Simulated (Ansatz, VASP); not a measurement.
GaSb: VASP beside Ansatz

```
Ga Sb
1.0
     0.00000    3.03847    3.03847
     3.03847    0.00000    3.03847
     3.03847    3.03847    0.00000
Ga Sb
1 1
Direct
  0.00000 0.00000 0.00000
  0.75000 0.75000 0.75000
```

Change from the starting cell: volume scaled by 0.98, PAW files.

Alike in both runs: task electric field gradients; functional PBE; k mesh 12 × 12 × 12; occupations fermi-dirac, width 0.08 eV; no spin polarisation.

|  | VASP | Ansatz |
| --- | --- | --- |
| version | VASP 6.6.1 | Ansatz 0.2.0 |
| potentials or method | VASP PAW PBE potentials, release 64 (Ga_d, Sb) | PAW with Ansatz's default frozen-core files, scalar-relativistic |
| plane-wave cutoff (eV) | 520 | 420 |
| valence electrons in the cell | 18 | 28 |

```tsv
	VASP	Ansatz	Ansatz less VASP
pressure (GPa)	3.6	3.5	-0.09
```

VASP's potentials hold 18 valence electrons a cell and Ansatz's 28, so a difference there can come from the potentials and not from the codes.

Neither program's run includes spin-orbit coupling.
